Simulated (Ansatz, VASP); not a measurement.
**Two plane-wave programs on Zn**

```
Zn
1.0
     2.77139    0.00000    0.00000
    -1.38569    2.40009    0.00000
     0.00000    0.00000    5.34244
Zn
2
Direct
  0.33333 0.66667 0.25000
  0.66667 0.33333 0.75000
```

Change from the starting cell: strain +0.040 along x and y, +0.080 along z, atoms carried along.

Alike in both runs: task single point; functional PBE; k mesh 24 × 24 × 10; occupations gaussian, width 0.15 eV; no spin polarisation.

```csv
,VASP,Ansatz
version,VASP 6.6.1,Ansatz 0.2.0
potentials or method,"VASP PAW PBE potentials, release 64 (Zn), cutoff 520 eV","scalar-relativistic, plane waves, PAW"
valence electrons in the cell,24,24
```

Ansatz gave:

| Property | Result |
| --- | --- |
| gap on the k mesh at the Fermi level (eV) | none |
| pressure (GPa) | -7.4 |
| traceless stress, the component that is largest in VASP (GPa) | 2.25 |

Q: What did VASP give for the same quantities?

A: gap on the k mesh at the Fermi level (eV): none; pressure (GPa): -7.2; traceless stress, the component that is largest in VASP (GPa): 2.15.

A gap of «none» marks a metal or a gap that the smearing closes.
